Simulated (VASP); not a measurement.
# Si3Sb2Te (P-6m2) in VASP: relaxation of cell and atoms with PBE

Aim: the relaxation of cell and atoms of Si3Sb2Te with PBE.

Everything below comes from runs of VASP 6.6.1. Logs are shortened: lines on timing, memory, paths and dates and some standing lists are left out, and cuts for length are marked.

### 1 The cell of the first run

It takes space group P-6m2 (No. 187, hexagonal). Conventional cell: a = 4.331 Å, b = 4.331 Å, c = 8.519 Å, α = 90.00°, β = 90.00°, γ = 120.00°. Within 3.3 Å of Si (site symmetry -6m2) lie 3 Si at 2.50 Å. Si (site symmetry -6m2) has 3 Te at 2.50 Å and 6 Sb at 3.25 Å within 3.3 Å. Si (site symmetry -6m2) has 3 Si at 2.50 Å within 3.3 Å. Within 4.3 Å of Sb (site symmetry 3m) lie 3 Te at 3.25 Å and 9 Si at 3.25 to 3.32 Å and 1 Sb at 4.14 Å. Within 3.3 Å of Te (site symmetry -6m2) lie 3 Si at 2.50 Å and 6 Sb at 3.25 Å.

### 2 Relaxation of cell and atoms, PBE

INCAR

```
ALGO = Normal
EDIFF = 1E-7
EDIFFG = -0.08
ENCUT = 500
GGA = PE
GGA_COMPAT = F
IBRION = 2
ISIF = 3
ISMEAR = 0
LASPH = T
LCHARG = F
LREAL = F
LWAVE = F
NELM = 120
NELMIN = 4
NSW = 36
PREC = Accurate
SIGMA = 0.2
```

KPOINTS

```
k-points
0
Gamma
  4 4 2
```

POSCAR

```
Si3Sb2Te
1.0
    4.3308075700      0.0000000000      0.0000000000
   -2.1654037900      3.7505893800      0.0000000000
    0.0000000000      0.0000000000      8.5188778300
Si Sb Te
3 2 1
Direct
    0.6666666700      0.3333333300      0.5000000000
    0.0000000000      0.0000000000      0.0000000000
    0.0000000000      0.0000000000      0.5000000000
    0.3333333300      0.6666666700      0.2428220100
    0.3333333300      0.6666666700      0.7571779900
    0.6666666700      0.3333333300      0.0000000000
```

Potentials or basis: VASP PAW PBE potentials, release 64 (Si, Sb, Te).

Command:

```sh
$ cat potpaw_PBE.64/Si/POTCAR potpaw_PBE.64/Sb/POTCAR potpaw_PBE.64/Te/POTCAR > POTCAR
$ mpirun -np 1 vasp_std > vasp.out
```

OUTCAR:

```text
EDIFF = 1E-7
   EDIFFG = -0.08
   ENCUT = 500
   GGA = PE
   IBRION = 2
   ISIF = 3
   ISMEAR = 0
   LASPH = T
   LREAL = F
   NELM = 120
   NELMIN = 4
   NSW = 36
   PREC = Accurate

 ion  position               nearest neighbor table
   1  0.667  0.333  0.500-   3 2.50   3 2.50   3 2.50   5 3.32   4 3.32   5 3.32   4 3.32   5 3.32
                             4 3.32
   2  0.000  0.000  0.000-   6 2.50   6 2.50   6 2.50   4 3.25   5 3.25   4 3.25   5 3.25   4 3.25
                             5 3.25
   3  0.000  0.000  0.500-   1 2.50   1 2.50   1 2.50   5 3.32   4 3.32   4 3.32   5 3.32   4 3.32
                             5 3.32
   4  0.333  0.667  0.243-   6 3.25   2 3.25   6 3.25   2 3.25   2 3.25   6 3.25   1 3.32   3 3.32
                             1 3.32   3 3.32   3 3.32   1 3.32
   5  0.333  0.667  0.757-   6 3.25   2 3.25   6 3.25   2 3.25   2 3.25   6 3.25   1 3.32   3 3.32
                             1 3.32   3 3.32   3 3.32   1 3.32
   6  0.667  0.333  0.000-   2 2.50   2 2.50   2 2.50   5 3.25   4 3.25   5 3.25   4 3.25   5 3.25
                             4 3.25

  LATTYP: Found a hexagonal cell.
 ALAT       =     4.3308075700
 C/A-ratio  =     1.9670414102

  Lattice vectors:

 A1 = (   4.3308075700,   0.0000000000,   0.0000000000)
 A2 = (  -2.1654037900,   3.7505893800,   0.0000000000)
 A3 = (   0.0000000000,   0.0000000000,   8.5188778300)

Analysis of symmetry for initial positions (statically):
=====================================================================
 Subroutine PRICEL returns:
 Original cell was already a primitive cell.

 Routine SETGRP: Setting up the symmetry group for a
 hexagonal supercell.

 Subroutine GETGRP returns: Found 12 space group operations
 (whereof 12 operations were pure point group operations)
 out of a pool of 24 trial point group operations.

The static configuration has the point symmetry D_3h.

Analysis of symmetry for dynamics (positions and initial velocities):
=====================================================================
 Subroutine PRICEL returns:
 Original cell was already a primitive cell.

 Routine SETGRP: Setting up the symmetry group for a
 hexagonal supercell.

 Subroutine GETGRP returns: Found 12 space group operations
 (whereof 12 operations were pure point group operations)
 out of a pool of 24 trial point group operations.

The dynamic configuration has the point symmetry D_3h.

 Subroutine INISYM returns: Found 12 space group operations
 (whereof 12 operations are pure point group operations),
 and found     1 'primitive' translations

----------------------------------------------------------------------------------------

                                     Primitive cell

  volume of cell :     138.3728

  direct lattice vectors                    reciprocal lattice vectors
     4.330807570  0.000000000  0.000000000     0.230903817  0.133312381  0.000000000
    -2.165403790  3.750589380  0.000000000     0.000000000  0.266624762  0.000000000
     0.000000000  0.000000000  8.518877830     0.000000000  0.000000000  0.117386353

  length of vectors
     4.330807570  4.330807577  8.518877830     0.266624762  0.266624762  0.117386353

  position of ions in fractional coordinates (direct lattice)
     0.666666670  0.333333330  0.500000000
     0.000000000  0.000000000  0.000000000
     0.000000000  0.000000000  0.500000000
     0.333333330  0.666666670  0.242822010
     0.333333330  0.666666670  0.757177990
     0.666666670  0.333333330  0.000000000

  ion indices of the primitive-cell ions
   primitive index   ion index
                 1           1
                 2           2
                 3           3
                 4           4
                 5           5
                 6           6

----------------------------------------------------------------------------------------

 KPOINTS: k-points

Automatic generation of k-mesh.
 Grid dimensions read from file:
 generate k-points for:    4    4    2

 Generating k-lattice:

  Cartesian coordinates                     Fractional coordinates (reciprocal lattice)
     0.057725954  0.033328095  0.000000000     0.250000000  0.000000000  0.000000000
     0.000000000  0.066656190  0.000000000     0.000000000  0.250000000  0.000000000
     0.000000000  0.000000000  0.058693176     0.000000000  0.000000000  0.500000000

  Length of vectors
     0.066656191  0.066656190  0.058693176

  Shift w.r.t. Gamma in fractional coordinates (k-lattice)
     0.000000000  0.000000000  0.000000000

 Subroutine IBZKPT returns following result:
 ===========================================

 Found      8 irreducible k-points:

 Following reciprocal coordinates:
            Coordinates               Weight
  0.000000  0.000000  0.000000      1.000000
  0.250000  0.000000  0.000000      6.000000
  0.500000  0.000000  0.000000      3.000000
  0.250000  0.250000  0.000000      6.000000
  0.000000  0.000000  0.500000      1.000000
  0.250000  0.000000  0.500000      6.000000
  0.500000  0.000000  0.500000      3.000000
  0.250000  0.250000  0.500000      6.000000
   k-points           NKPTS =      8   k-points in BZ     NKDIM =      8   number of bands    NBANDS=     18
   number of dos      NEDOS =    301   number of ions     NIONS =      6
   total plane-waves  NPLWV =  65536
   dimension x,y,z NGX =    32 NGY =   32 NGZ =   64
   dimension x,y,z NGXF=    64 NGYF=   64 NGZF=  128
   ions per type =               3   2   1
   NGX,Y,Z   is equivalent  to a cutoff of  12.28, 12.28, 12.49 a.u.
   NGXF,Y,Z  is equivalent  to a cutoff of  24.57, 24.57, 24.98 a.u.
 SYSTEM =  unknown system
   PREC   = accura    normal or accurate (medium, high low for compatibility)
   ISTART =      0    job   : 0-new  1-cont  2-samecut
   ICHARG =      2    charge: 1-file 2-atom 10-const
   ISPIN  =      1    spin polarized calculation?
   LNONCOLLINEAR =      F non collinear calculations
   LSORBIT =      F    spin-orbit coupling
   LASPH  =      T    aspherical Exc in radial PAW
   ENCUT  =  500.0 eV  36.75 Ry    6.06 a.u.   7.90  7.90 15.53*2*pi/ulx,y,z
   NELM   =    120;   NELMIN=  4; NELMDL= -5     # of ELM steps
   EDIFF  = 0.1E-06   stopping-criterion for ELM
   LREAL  =      F    real-space projection
   EDIFFG = -.8E-01   stopping-criterion for IOM
   NSW    =     36    number of steps for IOM
   IBRION =      2    ionic relax: 0-MD 1-quasi-New 2-CG
   NFREE  =      1    steps in history (QN), initial steepest desc. (CG)
   ISIF   =      3    stress and relaxation
   ISYM   =      2    0-nonsym 1-usesym 2-fastsym
   POTIM  = 0.5000    time-step for ionic-motion
   TEBEG  =    0.0;   TEEND  =   0.0 temperature during run
   PSTRESS=    0.0 pullay stress
   NELECT =      28.0000    total number of electrons
   NUPDOWN=      -1.0000    fix difference up-down
   EMIN   =  10.00;   EMAX   =-10.00  energy-range for DOS
   EFERMI =   0.00;   METHOD = LEGACY
   ISMEAR =     0;   SIGMA  =   0.20  broadening in eV -4-tet -1-fermi 0-gaus
   EFERMI_NEDOS =   21; number of points for ismear=-14 and -15
   IALGO  =     38    algorithm
   IMIX   =      4    mixing-type and parameters
     AMIX     =   0.40;   BMIX     =  1.00
     AMIX_MAG =   1.60;   BMIX_MAG =  1.00
  volume/ion in A,a.u.               =      23.06       155.63
  Fermi-wavevector in a.u.,A,eV,Ry     =   0.961119  1.816252 12.568383  0.923750
  Thomas-Fermi vector in A             =   2.090463
   LORBIT       =      0    0 simple, 1 ext, 2 COOP (PROOUT), +10 PAW based schemes
   GGA     = PE    functional components
   LHFCALC =     F    Hartree Fock is set to
   AEXX    =    0.0000 exact exchange contribution
   IVDW    =     0    specifies the selected vdW correction
   LEPSILON=     F    determine dielectric tensor
   LRPA    =     F    only Hartree local field effects (RPA)
 conjugate gradient relaxation of ions
 non-spin polarized calculation
 Gauss-broadening in eV      SIGMA  =   0.20
  energy-cutoff  :      500.00
  volume of cell :      138.37
 maximum number of plane-waves:      3536
 NGX is ok and might be reduce to    32
   NGX = 15   NGY = 15   NGZ = 31

--------------------------------------- Ionic step        1  -------------------------------------------

 number of electron      28.0000002 magnetization

 Free energy of the ion-electron system (eV)
  ---------------------------------------------------
  ext. energy  EPLUGINS =         0.00000000
  ---------------------------------------------------
  free energy    TOTEN  =       -22.72478190 eV

  energy without entropy =      -22.56156461  energy(sigma->0) =      -22.64317325

------------------------ aborting loop because EDIFF is reached ----------------------------------------

  FORCE on cell =-STRESS in cart. coord.  units (eV):
  Direction    XX          YY          ZZ          XY          YZ          ZX
  --------------------------------------------------------------------------------------
  -------------------------------------------------------------------------------------
  Total        6.4184239      6.4184240     -1.8017511     -0.0000000      0.0000000      0.0000000
  in kB       74.3170024     74.3170026    -20.8619347     -0.0000001      0.0000000      0.0000000
  external PRESSURE =      42.5906901 kB  Pullay stress =       0.0000000 kB
[... 101 lines left out ...]
  FREE ENERGIE OF THE ION-ELECTRON SYSTEM (eV)
  ---------------------------------------------------
  free  energy   TOTEN  =       -23.0968267130 eV

  energy  without entropy=      -22.9308781184  energy(sigma->0) =      -23.01385242

 E-fermi :   7.0429     XC(G=0):  -9.8589

 val. band max:        7.0321287579   @ k =   0.2500   0.0000   0.0000
 cond. band min:       7.1593982466   @ k =   0.2500   0.0000   0.5000
 fundamental gap:      0.1272694887
 Fermi energy:         7.0429085089

 k-point     1 :       0.0000    0.0000    0.0000
  band No.  band energies     occupation
      1      -6.4653      2.00000
      2      -3.7388      2.00000
      3      -2.5047      2.00000
      4       0.2991      2.00000
      5       2.5738      2.00000
      6       3.1335      2.00000
[... 145 lines left out ...]
      5      -0.9570      2.00000
      6      -0.0540      2.00000
[... 10 lines left out ...]
     17       9.8779      0.00000
     18       9.9378      0.00000

 E-fermi :  13.7003     XC(G=0): -11.7415

 val. band max:       13.6131857988   @ k =   0.0000   0.0000   0.0000
 cond. band min:      13.7321290133   @ k =   0.5000   0.0000   0.5000
 fundamental gap:      0.1189432145
 Fermi energy:        13.7003341178

 k-point     1 :       0.0000    0.0000    0.0000
  band No.  band energies     occupation
      1      -4.0020      2.00000
      2       0.2260      2.00000
      3       3.6770      2.00000
      4       4.6562      2.00000
      5       5.2848      2.00000
      6       5.6001      2.00000
[... 145 lines left out ...]
      5       3.3677      2.00000
      6       3.4172      2.00000
[... 10 lines left out ...]
     17      16.4006      0.00000
     18      16.8440      0.00000

[... ionic steps 4 to 11 ...]

--------------------------------------- Ionic step       12  -------------------------------------------

 number of electron      27.9999999 magnetization

------------------------ aborting loop because EDIFF is reached ----------------------------------------
[... 75 lines left out ...]
--------------------------------------- Ionic step       14  -------------------------------------------

 number of electron      28.0000000 magnetization

 Free energy of the ion-electron system (eV)
  ---------------------------------------------------
  ext. energy  EPLUGINS =         0.00000000
  ---------------------------------------------------
  free energy    TOTEN  =       -24.42269143 eV

  energy without entropy =      -24.35800631  energy(sigma->0) =      -24.39034887

 E-fermi :   8.6813     XC(G=0): -10.5308

 val. band max:        8.5996943507   @ k =   0.2500   0.0000   0.5000
 cond. band min:       9.0544057916   @ k =   0.2500   0.0000   0.5000
 fundamental gap:      0.4547114409
 Fermi energy:         8.6813495306

 k-point     1 :       0.0000    0.0000    0.0000
  band No.  band energies     occupation
      1      -5.1626      2.00000
      2      -2.1428      2.00000
      3      -0.4659      2.00000
      4       2.0305      2.00000
      5       3.2712      2.00000
      6       4.3704      2.00000
[... 190 lines left out ...]
  FREE ENERGIE OF THE ION-ELECTRON SYSTEM (eV)
  ---------------------------------------------------
  free  energy   TOTEN  =       -24.4226914259 eV

  energy  without entropy=      -24.3580063143  energy(sigma->0) =      -24.39034887

 reached required accuracy - stopping structural energy minimisation
```

Wall time 2.9 min (1 thread of AMD EPYC 9R45 (Zen 5), shared host); peak memory 0.23 GiB.

Results:

```yaml
Free_energy: -24.4227 eV
Relaxed_volume: 21.24 Å³/atom
Relaxed_cell: a = 4.805 Å, b = 4.805 Å, c = 6.372 Å, α = 90.00°, β = 90.00°, γ = 120.00°
Space_group_after_relaxing_to_0.05_Å: P-6m2 (No. 187)
Energy_gained_by_relaxing: 283.0 meV/atom
Ionic_steps: 14
Pressure_after_relaxing: 0.3 GPa
Largest_force_after_relaxing: 0.046 eV/Å
Band_gap_on_the_k_mesh: zero (band 14 reaches 9.93 eV, above the bottom of band 15 at 6.41 eV)
```

Forces on the atoms (eV/Å):
```
Si   0.000  0.000  0.000
Si   0.000  0.000  0.000
Si   0.000  0.000  0.000
Sb   0.000  0.000 -0.046
Sb   0.000  0.000  0.046
Te   0.000  0.000  0.000
```

The path:
```
step  energy change (eV)  largest force (eV/Å)  pressure (GPa)  volume (Å³)
   1              0.0000                0.6869            4.26       138.37
   2             -0.3711                0.2834           -2.33       150.81
   3             -0.3720                0.2716           -2.57       151.41
   4             -0.6290                0.1302           -2.96       147.06
   5             -1.4686                0.4621           -1.32       132.28
   6             16.1059               32.6279           94.89        94.43
   7             -1.4380                0.8693           -0.87       131.07
   8             -1.4834                0.9919            2.02       123.78
   9             -1.5689                1.0196            0.19       127.39
  10             -1.5717                1.0321            0.45       126.74
  11             -1.5796                0.1778            1.24       125.55
  12             -1.6304                0.5168            0.56       126.10
  13             -1.6899                0.1994            0.35       127.88
  14             -1.6979                0.0460            0.31       127.41
```

Final structure:
```yaml
crystal:
  lattice:
    - [4.80515, 0.00000, 0.00000]
    - [-2.40258, 4.16138, 0.00000]
    - [0.00000, 0.00000, 6.37177]
  atoms:
    - { symbol: Si, position: [0.66667, 0.33333, 0.50000] }
    - { symbol: Si, position: [0.00000, 0.00000, 0.00000] }
    - { symbol: Si, position: [0.00000, 0.00000, 0.50000] }
    - { symbol: Sb, position: [0.33333, 0.66667, 0.26943] }
    - { symbol: Sb, position: [0.33333, 0.66667, 0.73057] }
    - { symbol: Te, position: [0.66667, 0.33333, 0.00000] }
```

Levels at points of the mesh, in eV from the Fermi level:
| k point | band 11 | band 12 | band 13 | band 14 | band 15 | band 16 | band 17 | band 18 |
| --- | --- | --- | --- | --- | --- | --- | --- | --- |
| (0.00, 0.00, 0.00) | -2.27 | -1.84 | -1.84 | -1.69 | -0.38 | -0.16 | -0.16 | 0.92 |
| (0.50, 0.00, 0.00) | -2.17 | -1.12 | 0.54 | 1.25 | 2.10 | 2.41 | 2.84 | 2.96 |
| (0.00, 0.00, 0.50) | -2.77 | -2.32 | -2.32 | -2.27 | -2.27 | -2.19 | 1.52 | 2.73 |
| (0.50, 0.00, 0.50) | -2.00 | -1.99 | 0.87 | 1.01 | 1.40 | 1.83 | 1.94 | 2.50 |

Caveat: the k points lie up to 0.49 Å⁻¹ apart in the final cell; spin-orbit coupling is left out, which moves the levels of the heavy elements; the relaxation stopped at a loose force limit of 0.08 eV/Å, so its end isn't a converged minimum.
